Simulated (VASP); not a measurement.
# ZnS (F-43m) in VASP: a series of runs

ZnS is run at these levels: r2SCAN; tasks: single point, relaxation of cell and atoms.

Program: VASP 6.6.1. These are calculated values, not measurements. Logs are shortened: lines on timing, memory, paths and dates and some standing lists are left out, and cuts for length are marked.

### 1 The cell of the first run

The structure is cubic, space group F-43m (No. 216). The conventional cell has a = 5.388 Å, b = 5.388 Å, c = 5.388 Å, α = 90.00°, β = 90.00°, γ = 90.00°. Within 3.1 Å of Zn (site symmetry -43m) lie 4 S at 2.33 Å. Within 3.1 Å of S (site symmetry -43m) lie 4 Zn at 2.33 Å.

### 2 Single point, r2SCAN

POSCAR

```
ZnS
1.0
    0.0000000000      2.6942019955      2.6942019955
    2.6942019955      0.0000000000      2.6942019955
    2.6942019955      2.6942019955      0.0000000000
Zn S
1 1
Direct
    0.0000000000      0.0000000000      0.0000000000
    0.2500000000      0.2500000000      0.2500000000
```

INCAR.step1

```
PREC = Accurate
ENCUT = 520
ISMEAR = 0
SIGMA = 0.02
LREAL = F
LASPH = T
NELM = 80
NBANDS = 16
GGA = PE
ALGO = Normal
EDIFF = 1E-4
LWAVE = T
LCHARG = F
```

INCAR.step2

```
PREC = Accurate
ENCUT = 520
EDIFF = 1E-6
ISMEAR = 0
SIGMA = 0.02
LREAL = F
LASPH = T
NELM = 80
ALGO = Normal
ISIF = 2
LWAVE = F
LCHARG = F
METAGGA = R2SCAN
LMIXTAU = T
NBANDS = 16
ISTART = 1
```

KPOINTS

```
Automatic mesh
0
Gamma
  8 8 8
```

Potentials or basis: VASP PAW PBE potentials, release 64 (Zn, S).

Command:

```
> cat potpaw_PBE.64/Zn/POTCAR potpaw_PBE.64/S/POTCAR > POTCAR
> cp INCAR.step1 INCAR
> mpirun -np 1 vasp_std > vasp.out
> cp INCAR.step2 INCAR
> mpirun -np 1 vasp_std > vasp.out
```

OUTCAR:

```text
PREC = Accurate
   ENCUT = 520
   EDIFF = 1E-6
   ISMEAR = 0
   LREAL = F
   LASPH = T
   NELM = 80
   ISIF = 2
   METAGGA = R2SCAN
   ISTART = 1

 ion  position               nearest neighbor table
   1  0.000  0.000  0.000-   2 2.33   2 2.33   2 2.33   2 2.33
   2  0.250  0.250  0.250-   1 2.33   1 2.33   1 2.33   1 2.33

  LATTYP: Found a face centered cubic cell.
 ALAT       =     5.3884039910

  Lattice vectors:

 A1 = (   0.0000000000,   2.6942019955,   2.6942019955)
 A2 = (   2.6942019955,   0.0000000000,   2.6942019955)
 A3 = (   2.6942019955,   2.6942019955,   0.0000000000)

Analysis of symmetry for initial positions (statically):
=====================================================================
 Subroutine PRICEL returns:
 Original cell was already a primitive cell.

 Routine SETGRP: Setting up the symmetry group for a
 face centered cubic supercell.

 Subroutine GETGRP returns: Found 24 space group operations
 (whereof 24 operations were pure point group operations)
 out of a pool of 48 trial point group operations.

The static configuration has the point symmetry T_d .

Analysis of symmetry for dynamics (positions and initial velocities):
=====================================================================
 Subroutine PRICEL returns:
 Original cell was already a primitive cell.

 Routine SETGRP: Setting up the symmetry group for a
 face centered cubic supercell.

 Subroutine GETGRP returns: Found 24 space group operations
 (whereof 24 operations were pure point group operations)
 out of a pool of 48 trial point group operations.

The dynamic configuration has the point symmetry T_d .

 Subroutine INISYM returns: Found 24 space group operations
 (whereof 24 operations are pure point group operations),
 and found     1 'primitive' translations

----------------------------------------------------------------------------------------

                                     Primitive cell

  volume of cell :      39.1129

  direct lattice vectors                    reciprocal lattice vectors
     0.000000000  2.694201995  2.694201995    -0.185583709  0.185583709  0.185583709
     2.694201995  0.000000000  2.694201995     0.185583709 -0.185583709  0.185583709
     2.694201995  2.694201995  0.000000000     0.185583709  0.185583709 -0.185583709

  length of vectors
     3.810177002  3.810177002  3.810177002     0.321440414  0.321440414  0.321440414

  position of ions in fractional coordinates (direct lattice)
     0.000000000  0.000000000  0.000000000
     0.250000000  0.250000000  0.250000000

  ion indices of the primitive-cell ions
   primitive index   ion index
                 1           1
                 2           2

----------------------------------------------------------------------------------------

 KPOINTS: Automatic mesh

Automatic generation of k-mesh.
 Grid dimensions read from file:
 generate k-points for:    8    8    8

 Generating k-lattice:

  Cartesian coordinates                     Fractional coordinates (reciprocal lattice)
    -0.023197964  0.023197964  0.023197964     0.125000000  0.000000000  0.000000000
     0.023197964 -0.023197964  0.023197964     0.000000000  0.125000000  0.000000000
     0.023197964  0.023197964 -0.023197964     0.000000000  0.000000000  0.125000000

  Length of vectors
     0.040180052  0.040180052  0.040180052

  Shift w.r.t. Gamma in fractional coordinates (k-lattice)
     0.000000000  0.000000000  0.000000000

 Subroutine IBZKPT returns following result:
 ===========================================

 Found     29 irreducible k-points:

 Following reciprocal coordinates:
            Coordinates               Weight
  0.000000  0.000000  0.000000      1.000000
  0.125000  0.000000  0.000000      8.000000
  0.250000  0.000000  0.000000      8.000000
  0.375000  0.000000  0.000000      8.000000
  0.500000  0.000000  0.000000      4.000000
  0.125000  0.125000  0.000000      6.000000
[... 16 lines left out ...]
  0.500000  0.250000  0.125000     48.000000
 -0.375000  0.250000  0.125000     24.000000
 [... further k-points ...]
   k-points           NKPTS =     29   k-points in BZ     NKDIM =     29   number of bands    NBANDS=     16
   number of dos      NEDOS =    301   number of ions     NIONS =      2
   total plane-waves  NPLWV =  21952
   dimension x,y,z NGX =    28 NGY =   28 NGZ =   28
   dimension x,y,z NGXF=    56 NGYF=   56 NGZF=   56
   ions per type =               1   1
   NGX,Y,Z   is equivalent  to a cutoff of  12.22, 12.22, 12.22 a.u.
   NGXF,Y,Z  is equivalent  to a cutoff of  24.43, 24.43, 24.43 a.u.
 SYSTEM =  unknown system
   PREC   = accura    normal or accurate (medium, high low for compatibility)
   ISTART =      1    job   : 0-new  1-cont  2-samecut
   ICHARG =      0    charge: 1-file 2-atom 10-const
   ISPIN  =      1    spin polarized calculation?
   LNONCOLLINEAR =      F non collinear calculations
   LSORBIT =      F    spin-orbit coupling
   LASPH  =      T    aspherical Exc in radial PAW
   ENCUT  =  520.0 eV  38.22 Ry    6.18 a.u.   7.08  7.08  7.08*2*pi/ulx,y,z
   NELM   =     80;   NELMIN=  2; NELMDL=  0     # of ELM steps
   EDIFF  = 0.1E-05   stopping-criterion for ELM
   LREAL  =      F    real-space projection
   EDIFFG = 0.1E-04   stopping-criterion for IOM
   NSW    =      0    number of steps for IOM
   IBRION =     -1    ionic relax: 0-MD 1-quasi-New 2-CG
   NFREE  =      0    steps in history (QN), initial steepest desc. (CG)
   ISIF   =      2    stress and relaxation
   ISYM   =      2    0-nonsym 1-usesym 2-fastsym
   POTIM  = 0.5000    time-step for ionic-motion
   TEBEG  =    0.0;   TEEND  =   0.0 temperature during run
   PSTRESS=    0.0 pullay stress
   NELECT =      18.0000    total number of electrons
   NUPDOWN=      -1.0000    fix difference up-down
   EMIN   =  10.00;   EMAX   =-10.00  energy-range for DOS
   EFERMI =   0.00;   METHOD = LEGACY
   ISMEAR =     0;   SIGMA  =   0.02  broadening in eV -4-tet -1-fermi 0-gaus
   EFERMI_NEDOS =   21; number of points for ismear=-14 and -15
   IALGO  =     38    algorithm
   IMIX   =      4    mixing-type and parameters
     AMIX     =   0.40;   BMIX     =  1.00
     AMIX_MAG =   1.60;   BMIX_MAG =  1.00
  volume/ion in A,a.u.               =      19.56       131.97
  Fermi-wavevector in a.u.,A,eV,Ry     =   1.263937  2.388495 21.735816  1.597537
  Thomas-Fermi vector in A             =   2.397268
   LORBIT       =      0    0 simple, 1 ext, 2 COOP (PROOUT), +10 PAW based schemes
   METAGGA = R2SCAN    functional components
   LHFCALC =     F    Hartree Fock is set to
   AEXX    =    0.0000 exact exchange contribution
   IVDW    =     0    specifies the selected vdW correction
   LEPSILON=     F    determine dielectric tensor
   LRPA    =     F    only Hartree local field effects (RPA)
 non-spin polarized calculation
 Gauss-broadening in eV      SIGMA  =   0.02
  energy-cutoff  :      520.00
  volume of cell :       39.11
 maximum number of plane-waves:      1067
   NGX = 15   NGY = 15   NGZ = 15

 number of electron      18.0000006 magnetization

 Free energy of the ion-electron system (eV)
  ---------------------------------------------------
  ext. energy  EPLUGINS =         0.00000000
  ---------------------------------------------------
  free energy    TOTEN  =       -18.86623375 eV

  energy without entropy =      -18.86623375  energy(sigma->0) =      -18.86623375

 E-fermi :   2.0804     XC(G=0): -10.3281

 val. band max:        1.9126737352   @ k =   0.0000   0.0000   0.0000
 cond. band min:       4.6277372848   @ k =   0.0000   0.0000   0.0000
 fundamental gap:      2.7150635497
 Fermi energy:         2.0804184440

 k-point     1 :       0.0000    0.0000    0.0000
  band No.  band energies     occupation
      1     -11.8253      2.00000
      2      -4.6216      2.00000
      3      -4.6216      2.00000
      4      -4.6215      2.00000
      5      -4.0644      2.00000
      6      -4.0644      2.00000
[... 8 lines left out ...]
     15      14.2268      0.00000
     16      14.5050      0.00000

 k-point     2 :       0.1250    0.0000    0.0000
  band No.  band energies     occupation
      1     -11.7041      2.00000
      2      -4.6186      2.00000
      3      -4.5990      2.00000
      4      -4.5990      2.00000
      5      -4.0660      2.00000
      6      -4.0660      2.00000
[... 8 lines left out ...]
     15      13.6128      0.00000
     16      15.3046      0.00000

 k-point     3 :       0.2500    0.0000    0.0000
  band No.  band energies     occupation
      1     -11.3876      2.00000
      2      -4.5651      2.00000
      3      -4.5489      2.00000
      4      -4.5489      2.00000
      5      -4.0629      2.00000
      6      -4.0628      2.00000
[... 8 lines left out ...]
     15      13.4226      0.00000
     16      14.7324      0.00000

 k-point     4 :       0.3750    0.0000    0.0000
  band No.  band energies     occupation
      1     -11.0286      2.00000
      2      -4.5079      2.00000
      3      -4.5079      2.00000
      4      -4.3336      2.00000
      5      -4.0462      2.00000
      6      -4.0461      2.00000
[... 8 lines left out ...]
     15      14.6151      0.00000
     16      14.6152      0.00000
[... 324 lines left out ...]
 k-point    22 :       0.3750    0.2500    0.1250
  band No.  band energies     occupation
      1     -11.1395      2.00000
      2      -4.5888      2.00000
      3      -4.4776      2.00000
      4      -4.4499      2.00000
      5      -4.0883      2.00000
      6      -4.0252      2.00000
[... 8 lines left out ...]
     15      15.3701      0.00000
     16      17.7596      0.00000

 k-point    23 :       0.5000    0.2500    0.1250
  band No.  band energies     occupation
      1     -10.8394      2.00000
      2      -4.4970      2.00000
      3      -4.4420      2.00000
      4      -4.2851      2.00000
      5      -4.0468      2.00000
      6      -3.9952      2.00000
[... 8 lines left out ...]
     15      16.4737      0.00000
     16      16.9902      0.00000

 k-point    24 :      -0.3750    0.2500    0.1250
  band No.  band energies     occupation
      1     -10.7051      2.00000
      2      -4.4791      2.00000
      3      -4.4195      2.00000
      4      -4.1253      2.00000
      5      -4.0531      2.00000
      6      -3.7950      2.00000
[... 8 lines left out ...]
     15      16.0959      0.00000
     16      16.9656      0.00000

 [... further k-points ...]
[... 5 lines left out ...]
  --------------------------------------------------------------------------------------
  -------------------------------------------------------------------------------------
  Total        0.0075359      0.0075359      0.0075359      0.0000000      0.0000000      0.0000000
  in kB        0.3086917      0.3086917      0.3086917      0.0000000      0.0000000      0.0000000
  external PRESSURE =       0.3086917 kB  Pullay stress =       0.0000000 kB

 VOLUME and BASIS-vectors are now :
 -----------------------------------------------------------------------------
  energy-cutoff  :      520.00
  volume of cell :       39.11
      direct lattice vectors                 reciprocal lattice vectors
     0.000000000  2.694201995  2.694201995    -0.185583709  0.185583709  0.185583709
     2.694201995  0.000000000  2.694201995     0.185583709 -0.185583709  0.185583709
     2.694201995  2.694201995  0.000000000     0.185583709  0.185583709 -0.185583709

 POSITION                                       TOTAL-FORCE (eV/Angst)
 -----------------------------------------------------------------------------------
      0.00000      0.00000      0.00000        -0.000000     -0.000000     -0.000000
      1.34710      1.34710      1.34710         0.000000      0.000000      0.000000
 -----------------------------------------------------------------------------------
    total drift:                                0.000011      0.000011      0.000011

  FREE ENERGIE OF THE ION-ELECTRON SYSTEM (eV)
  ---------------------------------------------------
  free  energy   TOTEN  =       -18.8662337512 eV

  energy  without entropy=      -18.8662337512  energy(sigma->0) =      -18.86623375
```

It took 60 s on 1 thread of Intel Xeon 8259CL, shared host; peak memory 0.17 GiB.

What came out:

```yaml
Free_energy: -18.8662 eV
Pressure: 0.0 GPa
Band_gap_on_the_k_mesh: 2.71 eV
```

Caveat: the PAW data sets were made with another functional, which shifts forces and pressure a little.

(Continued in part 2 of 2.)
